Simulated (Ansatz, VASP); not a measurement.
**CuAu: VASP beside Ansatz**

File INCAR:

```
  PREC = Accurate
  ENCUT = 520
  EDIFF = 1E-7
  ISMEAR = -1
  SIGMA = 0.05
  LREAL = F
  LASPH = T
  NELM = 80
  ALGO = Normal
  ISIF = 2
  LWAVE = F
  LCHARG = F
  NBANDS = 18
```

Contents of KPOINTS:

```
Automatic mesh
0
Gamma
  11 11 11
```

Contents of POSCAR:

```
CuAu
1.0
    1.4135984423      0.8161414412      4.1692857537
   -1.4135984423      0.8161414412      4.1692857537
    0.0000000000     -1.6322828824      4.1692857537
Au Cu
1 1
Direct
    0.0000000000      0.0000000000      0.0000000000
    0.5000000000      0.5000000000      0.5000000000
```

input.yaml

```yaml
crystal:
  lattice:
    - [1.4135984423, 0.8161414412, 4.1692857537]
    - [-1.4135984423, 0.8161414412, 4.1692857537]
    - [0.0, -1.6322828824, 4.1692857537]
  atoms:
    - { symbol: Au, position: [0.0, 0.0, 0.0] }
    - { symbol: Cu, position: [0.5, 0.5, 0.5] }
kpoints:
  mp_grid: { grid: [11, 11, 11] }
scf:
  occupations: { method: fermi_dirac, width: 0.05 }
hamiltonian:
  xc: lda
  pseudopotentials: { kind: all_electron, lapw: { basis_error: 0.001 } }
output:
  forces: true
  stress: true
  eigenvalues: true
```

Change from the starting cell: volume scaled by 0.94.

Alike in both runs: task single point; functional LDA; k mesh 11 × 11 × 11; occupations fermi-dirac, width 0.05 eV; no spin polarisation.

```csv
,VASP,Ansatz
version,VASP 6.6.1,Ansatz 0.2.0
potentials or method,"VASP PAW LDA potentials, release 64 (Au, Cu), cutoff 520 eV","all-electron LAPW, scalar-relativistic"
```

Ansatz gave:

```
gap on the k mesh at the Fermi level (eV)                     : none
pressure (GPa)                                                : -4.4
traceless stress, the component that is largest in VASP (GPa) : 1.10
```

Problem. What did VASP give for the same quantities?

Solution. gap on the k mesh at the Fermi level (eV): none; pressure (GPa): -3.9; traceless stress, the component that is largest in VASP (GPa): 1.30.

LDA's correlation is that of Perdew and Zunger in VASP and of Perdew and Wang (1992) in Ansatz. A gap of «none» marks a metal or a gap that the smearing closes. Ansatz ran all-electron here, and VASP with PAW potentials.

Spin-orbit coupling is off throughout.
